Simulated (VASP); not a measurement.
Input of a VASP 6.6.1 run:

Contents of INCAR:

```
PREC = Accurate ; ENCUT = 600
EDIFF = 1E-6 ; ISMEAR = 0
SIGMA = 0.05 ; LREAL = False
LASPH = True ; NELM = 120
ALGO = Normal ; ISIF = 2
LWAVE = False ; LCHARG = False
GGA = PE ; NBANDS = 11
GGA_COMPAT = False
```

KPOINTS

```
Automatic mesh
0
Gamma
  10 10 10
```

The input POSCAR:

```
MgO
1.0
    0.8348700175      2.6238771979      2.6238771979
    2.6238771979      0.8348700175      2.6238771979
    2.6238771979      2.6238771979      0.8348700175
Mg O
1 1
Direct
    0.0000000000      0.0000000000      0.0000000000
    0.5000000000      0.5000000000      0.5000000000
```

Potentials or basis: VASP PAW PBE potentials, release 64 (Mg, O).

The run is started by

```sh
$ cat potpaw_PBE.64/Mg/POTCAR potpaw_PBE.64/O/POTCAR > POTCAR
$ mpirun -np 1 vasp_std > vasp.out
```

**Question.** Predict the pressure.

**Answer.** 16.7 GPa.

**Question.** Estimate the band gap on the k mesh.

**Answer.** Zero (band 4 reaches 5.78 eV, above the bottom of band 5 at 5.26 eV).

Stress tensor (GPa, compression positive):
```
 16.66 -58.96 -58.96
-58.96  16.66 -58.96
-58.96 -58.96  16.66
```
